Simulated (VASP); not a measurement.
Runs of VASP 6.6.1 on B2P3. The structure is that of space group P6/mmm (No. 191), or close to it. The cells are those of the table. The cell was built from a structure type or drawn by symmetry, and may not be a known phase.

```tsv
task	cell	k mesh	cutoff (eV)	gap on the mesh (eV)	pressure (GPa)	relaxed volume (Å³/atom)
single point	a = 5.079, b = 5.079, c = 3.088 Å, angles 90.0, 90.0, 120.0°, 5 atoms	6 × 6 × 6	520	none	-0.1	-
relaxation of cell and atoms	relaxed from a = 4.258, b = 4.258, c = 5.755 Å, angles 90.0, 90.0, 120.0°, 5 atoms	6 × 6 × 4	600	none	-0.4	13.92
single point	a = 5.105, b = 5.105, c = 3.072 Å, angles 90.0, 90.0, 120.0°, 5 atoms	6 × 6 × 4	520	none	0.0	-
single point	a = 4.258, b = 4.258, c = 5.755 Å, angles 90.0, 90.0, 120.0°, 5 atoms	6 × 6 × 4	520	none	14.0	-
relaxation of cell and atoms	relaxed from a = 5.079, b = 5.079, c = 3.088 Å, angles 90.0, 90.0, 120.0°, 5 atoms	12 × 12 × 12	600	none	-0.1	(a)
```

Alike in all rows: level PBE; potentials or basis VASP PAW PBE potentials, release 64 (B, P); no spin polarisation; smearing gaussian 0.1 eV.

Q: Fill in the values left out.

A: (a) 13.83.

Caveats: some runs use coarse meshes; the volume moved by over 15 % at a fixed basis, so the end points are rough (at least some runs); the cell stands under pressure (at least some runs); this functional lacks dispersion, which binds the layers, so the pressure and a relaxed spacing across them are unreliable (at least some runs).

A gap of «none» marks levels without a gap at the run's occupations.
